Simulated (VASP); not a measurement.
# Mo in VASP: notebook

The runs below take Mo through single point, with PBEsol, revPBE.

All numbers are computed with VASP 6.6.1; they aren't measurements. Logs are shortened: lines on timing, memory, paths and dates and some standing lists are left out, and cuts for length are marked.

**1. The cell of the first run**

The cell holds a slab with vacuum, 3 atoms: a = 2.710 Å, b = 2.710 Å, c = 20.426 Å, α = 90.00°, β = 90.00°, γ = 109.47°.

**2. Single point, PBEsol**

The input, INCAR:

```
  PREC = Accurate
  ENCUT = 520
  EDIFF = 1E-7
  ISMEAR = -1
  SIGMA = 0.05
  LREAL = False
  LASPH = True
  NELM = 80
  ALGO = Normal
  ISIF = 2
  LWAVE = False
  LCHARG = False
  GGA = PS
  NBANDS = 28
```

The input, KPOINTS:

```
regular mesh
0
Gamma
  13 13 1
```

The input, POSCAR:

```
Mo
1.0
    2.7101442943      0.0000000000      0.0000000000
   -0.9033814314      2.5551485447      0.0000000000
    0.0000000000      0.0000000000     20.4256000000
Mo
3
Direct
    0.0000000000      0.0000000000      0.3956604418
    0.5000000000      0.5000000000      0.5000000082
    0.0000000000      0.0000000000      0.6043395501
```

Potentials or basis: VASP PAW PBE potentials, release 64 (Mo_sv).

On the command line:

```bash
> cat potpaw_PBE.64/Mo_sv/POTCAR > POTCAR
> mpirun -np 1 vasp_std > vasp.out
```

OUTCAR:

```text
PREC = Accurate
   ENCUT = 520
   EDIFF = 1E-7
   ISMEAR = -1
   LREAL = False
   LASPH = True
   NELM = 80
   ISIF = 2
   GGA = PS

 ion  position               nearest neighbor table
   1  0.000  0.000  0.396-   2 2.64   2 2.64   2 3.07   2 3.07
   2  0.500  0.500  0.500-   3 2.64   3 2.64   1 2.64   1 2.64   3 3.07   3 3.07   1 3.07   1 3.07

   3  0.000  0.000  0.604-   2 2.64   2 2.64   2 3.07   2 3.07

  LATTYP: Found a base centered orthorhombic cell.
 ALAT       =     3.1294050758
 B/A-ratio  =     1.4142135623
 C/A-ratio  =     6.5269913947

  Lattice vectors:

 A1 = (   2.7101442943,   0.0000000000,   0.0000000000)
 A2 = (  -0.9033814314,   2.5551485447,   0.0000000000)
 A3 = (   0.0000000000,   0.0000000000,  20.4256000000)

Analysis of symmetry for initial positions (statically):
=====================================================================
 Subroutine PRICEL returns:
 Original cell was already a primitive cell.

 Routine SETGRP: Setting up the symmetry group for a
 base centered orthorhombic supercell.

 Subroutine GETGRP returns: Found  8 space group operations
 (whereof  8 operations were pure point group operations)
 out of a pool of  8 trial point group operations.

The static configuration has the point symmetry D_2h.

Analysis of symmetry for dynamics (positions and initial velocities):
=====================================================================
 Subroutine PRICEL returns:
 Original cell was already a primitive cell.

 Routine SETGRP: Setting up the symmetry group for a
 base centered orthorhombic supercell.

 Subroutine GETGRP returns: Found  8 space group operations
 (whereof  8 operations were pure point group operations)
 out of a pool of  8 trial point group operations.

The dynamic configuration has the point symmetry D_2h.

 Subroutine INISYM returns: Found  8 space group operations
 (whereof  8 operations are pure point group operations),
 and found     1 'primitive' translations

----------------------------------------------------------------------------------------

                                     Primitive cell

  volume of cell :     141.4436

  direct lattice vectors                    reciprocal lattice vectors
     2.710144294  0.000000000  0.000000000     0.368984043  0.130455560  0.000000000
    -0.903381431  2.555148545  0.000000000     0.000000000  0.391366679  0.000000000
     0.000000000  0.000000000 20.425600000     0.000000000  0.000000000  0.048958170

  length of vectors
     2.710144294  2.710144294 20.425600000     0.391366679  0.391366679  0.048958170

  position of ions in fractional coordinates (direct lattice)
     0.000000000  0.000000000  0.395660442
     0.500000000  0.500000000  0.500000008
     0.000000000  0.000000000  0.604339550

  ion indices of the primitive-cell ions
   primitive index   ion index
                 1           1
                 2           2
                 3           3

----------------------------------------------------------------------------------------

 KPOINTS: regular mesh

Automatic generation of k-mesh.
 Grid dimensions read from file:
 generate k-points for:   13   13    1

 Generating k-lattice:

  Cartesian coordinates                     Fractional coordinates (reciprocal lattice)
     0.028383388  0.010035043  0.000000000     0.076923077  0.000000000  0.000000000
     0.000000000  0.030105129  0.000000000     0.000000000  0.076923077  0.000000000
     0.000000000  0.000000000  0.048958170     0.000000000  0.000000000  1.000000000

  Length of vectors
     0.030105129  0.030105129  0.048958170

  Shift w.r.t. Gamma in fractional coordinates (k-lattice)
     0.000000000  0.000000000  0.000000000

 Subroutine IBZKPT returns following result:
 ===========================================

 Found     49 irreducible k-points:

 Following reciprocal coordinates:
            Coordinates               Weight
  0.000000  0.000000  0.000000      1.000000
  0.076923 -0.000000  0.000000      4.000000
  0.153846  0.000000  0.000000      4.000000
  0.230769  0.000000  0.000000      4.000000
  0.307692  0.000000  0.000000      4.000000
  0.384615  0.000000  0.000000      4.000000
[... 16 lines left out ...]
  0.384615  0.153846  0.000000      4.000000
  0.461538  0.153846  0.000000      4.000000
 [... further k-points ...]
   k-points           NKPTS =     49   k-points in BZ     NKDIM =     49   number of bands    NBANDS=     28
   number of dos      NEDOS =    301   number of ions     NIONS =      3
   total plane-waves  NPLWV =  64000
   dimension x,y,z NGX =    20 NGY =   20 NGZ =  160
   dimension x,y,z NGXF=    40 NGYF=   40 NGZF=  320
   ions per type =               3
   NGX,Y,Z   is equivalent  to a cutoff of  12.27, 12.27, 13.02 a.u.
   NGXF,Y,Z  is equivalent  to a cutoff of  24.54, 24.54, 26.05 a.u.
 SYSTEM =  unknown system
   PREC   = accura    normal or accurate (medium, high low for compatibility)
   ISTART =      0    job   : 0-new  1-cont  2-samecut
   ICHARG =      2    charge: 1-file 2-atom 10-const
   ISPIN  =      1    spin polarized calculation?
   LNONCOLLINEAR =      F non collinear calculations
   LSORBIT =      F    spin-orbit coupling
   LASPH  =      T    aspherical Exc in radial PAW
   ENCUT  =  520.0 eV  38.22 Ry    6.18 a.u.   5.04  5.04 37.98*2*pi/ulx,y,z
   NELM   =     80;   NELMIN=  2; NELMDL= -5     # of ELM steps
   EDIFF  = 0.1E-06   stopping-criterion for ELM
   LREAL  =      F    real-space projection
   EDIFFG = 0.1E-05   stopping-criterion for IOM
   NSW    =      0    number of steps for IOM
   IBRION =     -1    ionic relax: 0-MD 1-quasi-New 2-CG
   NFREE  =      0    steps in history (QN), initial steepest desc. (CG)
   ISIF   =      2    stress and relaxation
   ISYM   =      2    0-nonsym 1-usesym 2-fastsym
   POTIM  = 0.5000    time-step for ionic-motion
   TEBEG  =    0.0;   TEEND  =   0.0 temperature during run
   PSTRESS=    0.0 pullay stress
   NELECT =      42.0000    total number of electrons
   NUPDOWN=      -1.0000    fix difference up-down
   EMIN   =  10.00;   EMAX   =-10.00  energy-range for DOS
   EFERMI =   0.00;   METHOD = LEGACY
   ISMEAR =    -1;   SIGMA  =   0.05  broadening in eV -4-tet -1-fermi 0-gaus
   EFERMI_NEDOS =   21; number of points for ismear=-14 and -15
   IALGO  =     38    algorithm
   IMIX   =      4    mixing-type and parameters
     AMIX     =   0.40;   BMIX     =  1.00
     AMIX_MAG =   1.60;   BMIX_MAG =  1.00
  volume/ion in A,a.u.               =      47.15       318.17
  Fermi-wavevector in a.u.,A,eV,Ry     =   1.092186  2.063933 16.230000  1.192871
  Thomas-Fermi vector in A             =   2.228447
   LORBIT       =      0    0 simple, 1 ext, 2 COOP (PROOUT), +10 PAW based schemes
   GGA     = PS    functional components
   LHFCALC =     F    Hartree Fock is set to
   AEXX    =    0.0000 exact exchange contribution
   IVDW    =     0    specifies the selected vdW correction
   LEPSILON=     F    determine dielectric tensor
   LRPA    =     F    only Hartree local field effects (RPA)
 non-spin polarized calculation
  energy-cutoff  :      520.00
  volume of cell :      141.44
 maximum number of plane-waves:      3850
   NGX = 11   NGY = 11   NGZ = 75

 number of electron      41.9999996 magnetization

 Free energy of the ion-electron system (eV)
  ---------------------------------------------------
  ext. energy  EPLUGINS =         0.00000000
  ---------------------------------------------------
  free energy    TOTEN  =       -32.59180778 eV

  energy without entropy =      -32.56763923  energy(sigma->0) =      -32.57972350

 E-fermi :   1.0377     XC(G=0):  -5.4159

 val. band max:        1.0339719846   @ k =   0.3846   0.3846   0.0000
 cond. band min:       1.0391334717   @ k =  -0.2308   0.1538   0.0000
 fundamental gap:      0.0051614871
 Fermi energy:         1.0376747518

 k-point     1 :       0.0000    0.0000    0.0000
  band No.  band energies     occupation
      1     -60.1688      2.00000
      2     -59.8550      2.00000
      3     -59.7965      2.00000
      4     -34.7731      2.00000
      5     -34.0652      2.00000
      6     -33.8734      2.00000
[... 20 lines left out ...]
     27       2.7024      0.00000
     28       2.9591      0.00000

 k-point     2 :       0.0769   -0.0000    0.0000
  band No.  band energies     occupation
      1     -60.1578      2.00000
      2     -59.8469      2.00000
      3     -59.7911      2.00000
      4     -34.7542      2.00000
      5     -34.1128      2.00000
      6     -33.8516      2.00000
[... 20 lines left out ...]
     27       2.8087      0.00000
     28       3.1000      0.00000

 k-point     3 :       0.1538    0.0000    0.0000
  band No.  band energies     occupation
      1     -60.1272      2.00000
      2     -59.8242      2.00000
      3     -59.7763      2.00000
      4     -34.7027      2.00000
      5     -34.2377      2.00000
      6     -33.8250      2.00000
[... 20 lines left out ...]
     27       2.7780      0.00000
     28       3.3004      0.00000

 k-point     4 :       0.2308    0.0000    0.0000
  band No.  band energies     occupation
      1     -60.0829      2.00000
      2     -59.7920      2.00000
      3     -59.7562      2.00000
      4     -34.6377      2.00000
      5     -34.4259      2.00000
      6     -33.8773      2.00000
[... 578 lines left out ...]
     27       3.4696      0.00000
     28       4.4472      0.00000

 k-point    23 :       0.3846    0.1538    0.0000
  band No.  band energies     occupation
      1     -59.9542      2.00000
      2     -59.7003      2.00000
      3     -59.6999      2.00000
      4     -34.8190      2.00000
      5     -34.6049      2.00000
      6     -34.2926      2.00000
[... 20 lines left out ...]
     27       3.9773      0.00000
     28       5.3699      0.00000

 k-point    24 :       0.4615    0.1538    0.0000
  band No.  band energies     occupation
      1     -59.9461      2.00000
      2     -59.6888      2.00000
      3     -59.6859      2.00000
      4     -34.8767      2.00000
      5     -34.6412      2.00000
      6     -34.3842      2.00000
[... 20 lines left out ...]
     27       4.5643      0.00000
     28       6.7219      0.00000

 [... further k-points ...]
[... 5 lines left out ...]
  --------------------------------------------------------------------------------------
  -------------------------------------------------------------------------------------
  Total       -2.9677287     -2.8277732      0.1240260      0.1979270      0.0000000      0.0000000
  in kB      -33.6164145    -32.0310937      1.4048822      2.2419823      0.0000000      0.0000000
  external PRESSURE =     -21.4142086 kB  Pullay stress =       0.0000000 kB

 VOLUME and BASIS-vectors are now :
 -----------------------------------------------------------------------------
  energy-cutoff  :      520.00
  volume of cell :      141.44
      direct lattice vectors                 reciprocal lattice vectors
     2.710144294  0.000000000  0.000000000     0.368984043  0.130455560  0.000000000
    -0.903381431  2.555148545  0.000000000     0.000000000  0.391366679  0.000000000
     0.000000000  0.000000000 20.425600000     0.000000000  0.000000000  0.048958170

 POSITION                                       TOTAL-FORCE (eV/Angst)
 -----------------------------------------------------------------------------------
      0.00000      0.00000      8.08160         0.000000      0.000000     -0.032937
      0.90338      1.27757     10.21280         0.000000      0.000000      0.000000
      0.00000      0.00000     12.34400        -0.000000      0.000000      0.032937
 -----------------------------------------------------------------------------------
    total drift:                               -0.000000     -0.000000     -0.000014

  FREE ENERGIE OF THE ION-ELECTRON SYSTEM (eV)
  ---------------------------------------------------
  free  energy   TOTEN  =       -32.5918077775 eV

  energy  without entropy=      -32.5676392285  energy(sigma->0) =      -32.57972350
```

Run time: 2.5 min. Hardware: 1 thread of Intel Xeon 6975P-C (Granite Rapids), shared host; peak memory 0.3 GiB.

Results:

* Free energy: -32.5918 eV
* Largest force: 0.033 eV/Å
* Band gap on the k mesh: zero (band 21 reaches 2.28 eV, above the bottom of band 22 at 0.19 eV)

Forces in eV/Å, atoms in the order of the input:
```
Mo   0.000  0.000 -0.033
Mo   0.000  0.000  0.000
Mo   0.000  0.000  0.033
```

Levels at points of the mesh, in eV from the Fermi level:
| k point | band 17 | band 18 | band 19 | band 20 | band 21 | band 22 | band 23 | band 24 | band 25 | band 26 |
| --- | --- | --- | --- | --- | --- | --- | --- | --- | --- | --- |
| (0.00, 0.00, 0.00) | -2.28 | -1.52 | -1.42 | -1.29 | -0.92 | -0.25 | 1.30 | 1.31 | 1.53 | 1.53 |

Caveat: the PAW data sets were made with another functional, which shifts forces and pressure a little.

**3. Single point, revPBE**

The input, INCAR:

```
ALGO     = Normal         # electronic algorithm
DIPOL    = 0.5 0.5 0.500
EDIFF    = 1E-6           # SCF threshold, eV
ENCUT    = 520            # plane-wave cutoff, eV
GGA      = RE             # functional
IDIPOL   = 3            
ISIF     = 2              # what is computed and relaxed
ISMEAR   = -1             # smearing method
LASPH    = True           # aspherical terms in the spheres
LCHARG   = True           # write CHGCAR
LDIPOL   = True         
LELF     = True           # ELF
LREAL    = False          # projectors in reciprocal space
LVACPOTAV= True         
LVHAR    = True         
LWAVE    = False          # write WAVECAR
NBANDS   = 28             # bands
NELM     = 60             # most SCF steps
PREC     = Accurate       # precision mode
SIGMA    = 0.05           # smearing width, eV
```

The input, KPOINTS:

```
k-points
0
Gamma
  13 13 1
```

The input, POSCAR:

```
Mo
1.0
    2.7101442943      0.0000000000      0.0000000000
   -0.9033814314      2.5551485447      0.0000000000
    0.0000000000      0.0000000000     20.4256000000
Mo
3
Direct
    0.0000000000      0.0000000000      0.3916642081
    0.5000000000      0.5000000000      0.5000000000
    0.0000000000      0.0000000000      0.6083357919
```

Potentials or basis: VASP PAW PBE potentials, release 64 (Mo_sv).

On the command line:

```bash
> cat potpaw_PBE.64/Mo_sv/POTCAR > POTCAR
> mpirun -np 1 vasp_std > vasp.out
```

OUTCAR:

```text
EDIFF = 1E-6
   ENCUT = 520
   GGA = RE
   ISIF = 2
   ISMEAR = -1
   LASPH = True
   LREAL = False
   NELM = 60
   PREC = Accurate

 ion  position               nearest neighbor table
   1  0.000  0.000  0.392-   2 2.71   2 2.71   2 3.13   2 3.13
   2  0.500  0.500  0.500-   1 2.71   3 2.71   1 2.71   3 2.71   1 3.13   3 3.13   1 3.13   3 3.13

   3  0.000  0.000  0.608-   2 2.71   2 2.71   2 3.13   2 3.13

  LATTYP: Found a base centered orthorhombic cell.
 ALAT       =     3.1294050758
 B/A-ratio  =     1.4142135623
 C/A-ratio  =     6.5269913947

  Lattice vectors:

 A1 = (   2.7101442943,   0.0000000000,   0.0000000000)
 A2 = (  -0.9033814314,   2.5551485447,   0.0000000000)
 A3 = (   0.0000000000,   0.0000000000,  20.4256000000)

Analysis of symmetry for initial positions (statically):
=====================================================================
 Subroutine PRICEL returns:
 Original cell was already a primitive cell.

 Routine SETGRP: Setting up the symmetry group for a
 base centered orthorhombic supercell.

 Subroutine GETGRP returns: Found  8 space group operations
 (whereof  8 operations were pure point group operations)
 out of a pool of  8 trial point group operations.

The static configuration has the point symmetry D_2h.

[... 162 lines left out ...]

  energy without entropy =      -29.04989758  energy(sigma->0) =      -29.06281480

 E-fermi :   1.2528     XC(G=0):  -5.5121

 val. band max:        1.2356701977   @ k =   0.3846   0.3846   0.0000
 cond. band min:       1.2689966269   @ k =   0.3846   0.0769   0.0000
 fundamental gap:      0.0333264292
 Fermi energy:         1.2527908962

 k-point     1 :       0.0000    0.0000    0.0000
  band No.  band energies     occupation
      1     -60.0583      2.00000
      2     -59.7589      2.00000
      3     -59.7241      2.00000
      4     -34.5328      2.00000
      5     -33.9374      2.00000
      6     -33.7019      2.00000
[... 733 lines left out ...]
     27       4.6307      0.00000
     28       6.8424      0.00000

 [... further k-points ...]
[... 5 lines left out ...]
  --------------------------------------------------------------------------------------
  -------------------------------------------------------------------------------------
  Total       -1.4894245     -1.2623564     -0.7236016      0.3211229      0.0000000      0.0000000
  in kB      -16.8711893    -14.2991152     -8.1964677      3.6374621      0.0000000      0.0000000
  external PRESSURE =     -13.1222574 kB  Pullay stress =       0.0000000 kB

 VOLUME and BASIS-vectors are now :
 -----------------------------------------------------------------------------
  energy-cutoff  :      520.00
  volume of cell :      141.44
      direct lattice vectors                 reciprocal lattice vectors
     2.710144294  0.000000000  0.000000000     0.368984043  0.130455560  0.000000000
    -0.903381431  2.555148545  0.000000000     0.000000000  0.391366679  0.000000000
     0.000000000  0.000000000 20.425600000     0.000000000  0.000000000  0.048958170

 POSITION                                       TOTAL-FORCE (eV/Angst)
 -----------------------------------------------------------------------------------
      0.00000      0.00000      7.99998        -0.000000      0.000000      0.159802
      0.90338      1.27757     10.21280         0.000000      0.000000      0.000000
      0.00000      0.00000     12.42562        -0.000000      0.000000     -0.159802
 -----------------------------------------------------------------------------------
    total drift:                               -0.000000      0.000000      0.000000

  FREE ENERGIE OF THE ION-ELECTRON SYSTEM (eV)
  ---------------------------------------------------
  free  energy   TOTEN  =       -29.0757320256 eV

  energy  without entropy=      -29.0498975758  energy(sigma->0) =      -29.06281480

 vacuum level on the upper side and lower side of the slab         5.766         5.766
```

stdout:

```text
POSCAR found type information on POSCAR Mo
 POSCAR found :  1 types and       3 ions
 scaLAPACK will be used
 -----------------------------------------------------------------------------
|                                                                             |
[... 23 lines left out ...]
|     field-free region was found. Please increase the size of  your cell     |
|     in the dimension of the dipole correction to obtain accurate            |
|     workfunction values.                                                    |
|                                                                             |
 -----------------------------------------------------------------------------
```

Wall time 2 min (1 thread of Intel Xeon 6975P-C (Granite Rapids), shared host); peak memory 0.3 GiB.

Results:

```yaml
Free_energy: -29.0757 eV
Largest_force: 0.160 eV/Å
Band_gap_on_the_k_mesh: zero (band 21 reaches 2.50 eV, above the bottom of band 22 at 0.48 eV)
```

Forces in eV/Å, atoms in the order of the input:
```
Mo   0.000  0.000  0.160
Mo   0.000  0.000  0.000
Mo   0.000  0.000 -0.160
```

Caveat: the PAW data sets were made with another functional, which shifts forces and pressure a little.
